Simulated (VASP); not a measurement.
# Si4O (P-3m1) in VASP: a series of runs

The runs below take Si4O through single point, relaxation of cell and atoms, with PBE.

All numbers are computed with VASP 6.6.1; they aren't measurements. Logs are shortened: lines on timing, memory, paths and dates and some standing lists are left out, and cuts for length are marked.

## Step 1: The cell of the first run

It takes space group P-3m1 (No. 164, trigonal). The conventional cell has a = 2.696 Å, b = 2.696 Å, c = 10.307 Å, α = 90.00°, β = 90.00°, γ = 120.00°. Si (site symmetry 3m) has 3 O at 2.20 Å and 9 Si at 2.70 to 2.94 Å within 3.0 Å. Within 3.6 Å of Si (site symmetry 3m) lie 12 Si at 2.70 to 2.94 Å. Within 2.9 Å of O (site symmetry -3m) lie 6 Si at 2.20 Å and 6 O at 2.70 Å.

The cell was built from a structure type or drawn by symmetry, and may not be a known phase.

## Step 2: Single point, PBE

File INCAR:

```
  PREC = Accurate
  ENCUT = 520
  EDIFF = 1E-6
  ISMEAR = 0
  SIGMA = 0.1
  LREAL = F
  LASPH = T
  NELM = 60
  ALGO = Normal
  ISIF = 2
  LWAVE = F
  LCHARG = F
  GGA = PE
  NBANDS = 19
```

File KPOINTS:

```
regular mesh
0
Gamma
  18 18 4
```

File POSCAR:

```
Si4O
1.0
    2.6964377756      0.0000000000      0.0000000000
   -1.3482188878      2.3351836134      0.0000000000
    0.0000000000      0.0000000000     10.3068052060
Si O
4 1
Direct
    0.3333333333      0.6666666667      0.8489852004
    0.3333333333      0.6666666667      0.3927907218
    0.6666666667      0.3333333333      0.1510147996
    0.6666666667      0.3333333333      0.6072092782
    0.0000000000      0.0000000000      0.0000000000
```

Potentials or basis: VASP PAW PBE potentials, release 64 (Si, O).

Launch:

```console
> cat potpaw_PBE.64/Si/POTCAR potpaw_PBE.64/O/POTCAR > POTCAR
> mpirun -np 1 vasp_std > vasp.out
```

OUTCAR:

```text
PREC = Accurate
   ENCUT = 520
   EDIFF = 1E-6
   ISMEAR = 0
   LREAL = F
   LASPH = T
   NELM = 60
   ISIF = 2
   GGA = PE

 ion  position               nearest neighbor table
   1  0.333  0.667  0.849-   5 2.20   5 2.20   5 2.20   4 2.94   4 2.94   4 2.94
   2  0.333  0.667  0.393-   4 2.70   4 2.70   4 2.70   3 2.94   3 2.94   3 2.94
   3  0.667  0.333  0.151-   5 2.20   5 2.20   5 2.20   2 2.94   2 2.94   2 2.94
   4  0.667  0.333  0.607-   2 2.70   2 2.70   2 2.70   1 2.94   1 2.94   1 2.94
   5  0.000  0.000  0.000-   1 2.20   3 2.20   3 2.20   1 2.20   3 2.20   1 2.20

  LATTYP: Found a hexagonal cell.
 ALAT       =     2.6964377756
 C/A-ratio  =     3.8223782871

  Lattice vectors:

 A1 = (   2.6964377756,   0.0000000000,   0.0000000000)
 A2 = (  -1.3482188878,   2.3351836134,   0.0000000000)
 A3 = (   0.0000000000,   0.0000000000,  10.3068052060)

Analysis of symmetry for initial positions (statically):
=====================================================================
 Subroutine PRICEL returns:
 Original cell was already a primitive cell.

 Routine SETGRP: Setting up the symmetry group for a
 hexagonal supercell.

 Subroutine GETGRP returns: Found 12 space group operations
 (whereof 12 operations were pure point group operations)
 out of a pool of 24 trial point group operations.

The static configuration has the point symmetry D_3d.

Analysis of symmetry for dynamics (positions and initial velocities):
=====================================================================
 Subroutine PRICEL returns:
 Original cell was already a primitive cell.

 Routine SETGRP: Setting up the symmetry group for a
 hexagonal supercell.

 Subroutine GETGRP returns: Found 12 space group operations
 (whereof 12 operations were pure point group operations)
 out of a pool of 24 trial point group operations.

The dynamic configuration has the point symmetry D_3d.

 Subroutine INISYM returns: Found 12 space group operations
 (whereof 12 operations are pure point group operations),
 and found     1 'primitive' translations

----------------------------------------------------------------------------------------

                                     Primitive cell

  volume of cell :      64.8986

  direct lattice vectors                    reciprocal lattice vectors
     2.696437776  0.000000000  0.000000000     0.370859661  0.214115925  0.000000000
    -1.348218888  2.335183613  0.000000000     0.000000000  0.428231850  0.000000000
     0.000000000  0.000000000 10.306805206     0.000000000  0.000000000  0.097023275

  length of vectors
     2.696437776  2.696437776 10.306805206     0.428231850  0.428231850  0.097023275

  position of ions in fractional coordinates (direct lattice)
     0.333333333  0.666666667  0.848985200
     0.333333333  0.666666667  0.392790722
     0.666666667  0.333333333  0.151014800
     0.666666667  0.333333333  0.607209278
     0.000000000  0.000000000  0.000000000

  ion indices of the primitive-cell ions
   primitive index   ion index
                 1           1
                 2           2
                 3           3
                 4           4
                 5           5

----------------------------------------------------------------------------------------

 KPOINTS: regular mesh

Automatic generation of k-mesh.
 Grid dimensions read from file:
 generate k-points for:   18   18    4

 Generating k-lattice:

  Cartesian coordinates                     Fractional coordinates (reciprocal lattice)
     0.020603315  0.011895329  0.000000000     0.055555556  0.000000000  0.000000000
     0.000000000  0.023790658  0.000000000     0.000000000  0.055555556  0.000000000
     0.000000000  0.000000000  0.024255819     0.000000000  0.000000000  0.250000000

  Length of vectors
     0.023790658  0.023790658  0.024255819

  Shift w.r.t. Gamma in fractional coordinates (k-lattice)
     0.000000000  0.000000000  0.000000000

 Subroutine IBZKPT returns following result:
 ===========================================

 Found    138 irreducible k-points:

 Following reciprocal coordinates:
            Coordinates               Weight
  0.000000  0.000000  0.000000      1.000000
  0.055556 -0.000000  0.000000      6.000000
  0.111111 -0.000000  0.000000      6.000000
  0.166667 -0.000000  0.000000      6.000000
  0.222222  0.000000  0.000000      6.000000
  0.277778  0.000000  0.000000      6.000000
[... 16 lines left out ...]
  0.333333  0.111111  0.000000     12.000000
  0.388889  0.111111  0.000000     12.000000
 [... further k-points ...]
   k-points           NKPTS =    138   k-points in BZ     NKDIM =    138   number of bands    NBANDS=     19
   number of dos      NEDOS =    301   number of ions     NIONS =      5
   total plane-waves  NPLWV =  32000
   dimension x,y,z NGX =    20 NGY =   20 NGZ =   80
   dimension x,y,z NGXF=    40 NGYF=   40 NGZF=  160
   ions per type =               4   1
   NGX,Y,Z   is equivalent  to a cutoff of  12.33, 12.33, 12.90 a.u.
   NGXF,Y,Z  is equivalent  to a cutoff of  24.66, 24.66, 25.81 a.u.
 SYSTEM =  unknown system
   PREC   = accura    normal or accurate (medium, high low for compatibility)
   ISTART =      0    job   : 0-new  1-cont  2-samecut
   ICHARG =      2    charge: 1-file 2-atom 10-const
   ISPIN  =      1    spin polarized calculation?
   LNONCOLLINEAR =      F non collinear calculations
   LSORBIT =      F    spin-orbit coupling
   LASPH  =      T    aspherical Exc in radial PAW
   ENCUT  =  520.0 eV  38.22 Ry    6.18 a.u.   5.01  5.01 19.16*2*pi/ulx,y,z
   NELM   =     60;   NELMIN=  2; NELMDL= -5     # of ELM steps
   EDIFF  = 0.1E-05   stopping-criterion for ELM
   LREAL  =      F    real-space projection
   EDIFFG = 0.1E-04   stopping-criterion for IOM
   NSW    =      0    number of steps for IOM
   IBRION =     -1    ionic relax: 0-MD 1-quasi-New 2-CG
   NFREE  =      0    steps in history (QN), initial steepest desc. (CG)
   ISIF   =      2    stress and relaxation
   ISYM   =      2    0-nonsym 1-usesym 2-fastsym
   POTIM  = 0.5000    time-step for ionic-motion
   TEBEG  =    0.0;   TEEND  =   0.0 temperature during run
   PSTRESS=    0.0 pullay stress
   NELECT =      22.0000    total number of electrons
   NUPDOWN=      -1.0000    fix difference up-down
   EMIN   =  10.00;   EMAX   =-10.00  energy-range for DOS
   EFERMI =   0.00;   METHOD = LEGACY
   ISMEAR =     0;   SIGMA  =   0.10  broadening in eV -4-tet -1-fermi 0-gaus
   EFERMI_NEDOS =   21; number of points for ismear=-14 and -15
   IALGO  =     38    algorithm
   IMIX   =      4    mixing-type and parameters
     AMIX     =   0.40;   BMIX     =  1.00
     AMIX_MAG =   1.60;   BMIX_MAG =  1.00
  volume/ion in A,a.u.               =      12.98        87.59
  Fermi-wavevector in a.u.,A,eV,Ry     =   1.141486  2.157096 17.728256  1.302990
  Thomas-Fermi vector in A             =   2.278186
   LORBIT       =      0    0 simple, 1 ext, 2 COOP (PROOUT), +10 PAW based schemes
   GGA     = PE    functional components
   LHFCALC =     F    Hartree Fock is set to
   AEXX    =    0.0000 exact exchange contribution
   IVDW    =     0    specifies the selected vdW correction
   LEPSILON=     F    determine dielectric tensor
   LRPA    =     F    only Hartree local field effects (RPA)
 non-spin polarized calculation
 Gauss-broadening in eV      SIGMA  =   0.10
  energy-cutoff  :      520.00
  volume of cell :       64.90
 maximum number of plane-waves:      1776
   NGX =  9   NGY =  9   NGZ = 39

 number of electron      22.0000004 magnetization

 Free energy of the ion-electron system (eV)
  ---------------------------------------------------
  ext. energy  EPLUGINS =         0.00000000
  ---------------------------------------------------
  free energy    TOTEN  =       -25.91201878 eV

  energy without entropy =      -25.90292287  energy(sigma->0) =      -25.90747082

 E-fermi :   9.7233     XC(G=0): -11.2897

 val. band max:        9.7157372034   @ k =   0.2778   0.2222   0.5000
 cond. band min:       9.7528007298   @ k =   0.3333   0.1667   0.2500
 fundamental gap:      0.0370635264
 Fermi energy:         9.7232718921

 k-point     1 :       0.0000    0.0000    0.0000
  band No.  band energies     occupation
      1     -11.7302      2.00000
      2      -4.0760      2.00000
      3      -3.5084      2.00000
      4      -0.6391      2.00000
      5      -0.4941      2.00000
      6       5.0203      2.00000
[... 11 lines left out ...]
     18      20.0016      0.00000
     19      20.0020      0.00000

 k-point     2 :       0.0556   -0.0000    0.0000
  band No.  band energies     occupation
      1     -11.6869      2.00000
      2      -3.9946      2.00000
      3      -3.4299      2.00000
      4      -0.5724      2.00000
      5      -0.4178      2.00000
      6       5.0737      2.00000
[... 11 lines left out ...]
     18      19.1669      0.00000
     19      19.6582      0.00000

 k-point     3 :       0.1111   -0.0000    0.0000
  band No.  band energies     occupation
      1     -11.5594      2.00000
      2      -3.7506      2.00000
      3      -3.1951      2.00000
      4      -0.3763      2.00000
      5      -0.1895      2.00000
      6       5.1213      2.00000
[... 11 lines left out ...]
     18      18.2545      0.00000
     19      19.0924      0.00000

 k-point     4 :       0.1667   -0.0000    0.0000
  band No.  band energies     occupation
      1     -11.3559      2.00000
      2      -3.3451      2.00000
      3      -2.8059      2.00000
      4      -0.0655      2.00000
      5       0.1878      2.00000
      6       4.5485      2.00000
[... 407 lines left out ...]
     18      15.1600      0.00000
     19      15.7805      0.00000

 k-point    23 :       0.3333    0.1111    0.0000
  band No.  band energies     occupation
      1     -10.1309      2.00000
      2      -0.0362      2.00000
      3       0.3370      2.00000
      4       0.7951      2.00000
      5       3.1078      2.00000
      6       4.0289      2.00000
[... 11 lines left out ...]
     18      14.3474      0.00000
     19      15.3170      0.00000

 k-point    24 :       0.3889    0.1111    0.0000
  band No.  band energies     occupation
      1      -9.9480      2.00000
      2       0.2641      2.00000
      3       1.2361      2.00000
      4       1.4475      2.00000
      5       3.6542      2.00000
      6       4.1546      2.00000
[... 11 lines left out ...]
     18      13.8550      0.00000
     19      14.8962      0.00000

 [... further k-points ...]
[... 5 lines left out ...]
  --------------------------------------------------------------------------------------
  -------------------------------------------------------------------------------------
  Total       -0.0069855     -0.0069855      0.0209640      0.0000000      0.0000000      0.0000000
  in kB       -0.1724536     -0.1724536      0.5175468      0.0000000      0.0000000      0.0000000
  external PRESSURE =       0.0575465 kB  Pullay stress =       0.0000000 kB

 VOLUME and BASIS-vectors are now :
 -----------------------------------------------------------------------------
  energy-cutoff  :      520.00
  volume of cell :       64.90
      direct lattice vectors                 reciprocal lattice vectors
     2.696437776  0.000000000  0.000000000     0.370859661  0.214115925  0.000000000
    -1.348218888  2.335183613  0.000000000     0.000000000  0.428231850  0.000000000
     0.000000000  0.000000000 10.306805206     0.000000000  0.000000000  0.097023275

 POSITION                                       TOTAL-FORCE (eV/Angst)
 -----------------------------------------------------------------------------------
     -0.00000      1.55679      8.75033        -0.000000      0.000000     -0.005067
     -0.00000      1.55679      4.04842         0.000000      0.000000      0.006181
      1.34822      0.77839      1.55648         0.000000     -0.000000      0.005067
      1.34822      0.77839      6.25839         0.000000     -0.000000     -0.006181
      0.00000      0.00000      0.00000        -0.000000      0.000000      0.000000
 -----------------------------------------------------------------------------------
    total drift:                               -0.000000      0.000000      0.000000

  FREE ENERGIE OF THE ION-ELECTRON SYSTEM (eV)
  ---------------------------------------------------
  free  energy   TOTEN  =       -25.9120187754 eV

  energy  without entropy=      -25.9029228699  energy(sigma->0) =      -25.90747082
```

Wall time 2.5 min (1 thread of Intel Xeon Platinum 8488C (Sapphire Rapids), shared host); peak memory 0.26 GiB.

Results:

```
Free energy            : -25.9120 eV
Pressure               : 0.0 GPa
Largest force          : 0.006 eV/Å
Band gap on the k mesh : zero (bands 11 and 12 overlap by 8.26 eV)
```

Forces on the atoms (eV/Å):
```
Si   0.000  0.000 -0.005
Si   0.000  0.000  0.006
Si   0.000  0.000  0.005
Si   0.000  0.000 -0.006
O    0.000  0.000  0.000
```

## Step 3: Relaxation of cell and atoms, PBE

This run uses another cell than the first one, of 13.14 Å³/atom.

File INCAR:

```
SYSTEM = Si4O
PREC = Accurate
ENCUT = 600
EDIFF = 1E-7
ISMEAR = 0
SIGMA = 0.1
LREAL = .FALSE.
LASPH = .TRUE.
NELM = 60
ALGO = Normal
ISIF = 3
LWAVE = .FALSE.
LCHARG = .FALSE.
GGA = PE
IBRION = 2
NSW = 100
EDIFFG = -0.01
```

File KPOINTS:

```
Automatic mesh
0
G
  18 18 4
  0 0 0
```

File POSCAR:

```
Si4O
1.0
    2.7756493088      0.0000000000      0.0000000000
   -1.3878246544      2.4037828134      0.0000000000
    0.0000000000      0.0000000000      9.8435674076
Si O
4 1
Direct
    0.3333333333      0.6666666667      0.8428018743
    0.3333333333      0.6666666667      0.3994108635
    0.6666666667      0.3333333333      0.1571981257
    0.6666666667      0.3333333333      0.6005891365
    0.0000000000      0.0000000000      0.0000000000
```

Potentials or basis: VASP PAW PBE potentials, release 64 (Si, O).

Launch:

```console
> cat potpaw_PBE.64/Si/POTCAR potpaw_PBE.64/O/POTCAR > POTCAR
> mpirun -np 1 vasp_std > vasp.out
```

Wall time 30 min (1 thread of Intel Xeon Platinum 8488C (Sapphire Rapids), shared host); peak memory 0.31 GiB.

It converged, with:

- Free energy: -25.9147 eV
- Relaxed volume: 12.98 Å³/atom
- Relaxed cell: a = 2.696 Å, b = 2.696 Å, c = 10.307 Å, α = 90.00°, β = 90.00°, γ = 120.00°
- Space group after relaxing (to 0.1 Å): P-3m1 (No. 164)
- Energy gained by relaxing: 28.4 meV/atom
- Ionic steps: 18
- Pressure after relaxing: 0.0 GPa
- Largest force after relaxing: 0.006 eV/Å

Forces in eV/Å, atoms in the order of the input:
```
Si   0.000  0.000  0.002
Si   0.000  0.000  0.006
Si   0.000  0.000 -0.002
Si   0.000  0.000 -0.006
O    0.000  0.000  0.000
```

The path:
| step | energy change (eV) | largest force (eV/Å) | pressure (GPa) | volume (Å³) |
| --- | --- | --- | --- | --- |
| 1 | 0.0000 | 0.7944 | -0.46 | 65.68 |
| 2 | -0.0802 | 0.3845 | -1.46 | 65.30 |
| 3 | -0.1054 | 0.6817 | -1.86 | 64.94 |
| 4 | -0.1065 | 0.6278 | -1.80 | 65.02 |
| 5 | -0.1314 | 0.0581 | 1.62 | 63.30 |
| 6 | -0.1328 | 0.1687 | 0.94 | 63.61 |
| 7 | -0.1377 | 0.0510 | 0.32 | 64.23 |
| 8 | -0.1384 | 0.0531 | 0.03 | 64.55 |
| 9 | -0.1398 | 0.0591 | -0.26 | 64.75 |
| 10 | -0.1402 | 0.0890 | -0.48 | 64.91 |
| 11 | -0.1411 | 0.0611 | -0.26 | 64.84 |
| 12 | -0.1416 | 0.0355 | -0.01 | 64.77 |
| 13 | -0.1417 | 0.0302 | 0.09 | 64.74 |
| 14 | -0.1418 | 0.0246 | 0.08 | 64.78 |
| 15 | -0.1419 | 0.0218 | 0.07 | 64.82 |
| 16 | -0.1419 | 0.0142 | -0.02 | 64.88 |
| 17 | -0.1420 | 0.0122 | -0.07 | 64.91 |
| 18 | -0.1420 | 0.0064 | -0.03 | 64.89 |

Final structure:
```
Si O
1.0
     2.69614    0.00000    0.00000
    -1.34807    2.33492    0.00000
     0.00000    0.00000   10.30742
Si O
4 1
Direct
  0.33333 0.66667 0.84896
  0.33333 0.66667 0.39279
  0.66667 0.33333 0.15104
  0.66667 0.33333 0.60721
  0.00000 0.00000 0.00000
```

Levels at points of the mesh, in eV from the Fermi level:
```
           k point  band 7  band 8  band 9  band 10  band 11  band 12  band 13  band 14  band 15
(0.00, 0.00, 0.00)   -4.27   -3.14   -3.14     2.23     2.34     8.12     8.59     9.19     9.19
(0.50, 0.00, 0.00)   -4.38   -4.28   -4.05    -3.51    -2.96    -0.34     2.03     2.06     3.45
(0.00, 0.00, 0.50)   -3.14   -3.14   -1.65    -0.53     5.30     5.36     9.32     9.32     9.59
(0.50, 0.00, 0.50)   -5.31   -5.24   -4.28    -2.34    -1.82    -1.19     0.23     3.40     4.20
```

Caveat: the highest band is partly filled, so the run has too few bands.
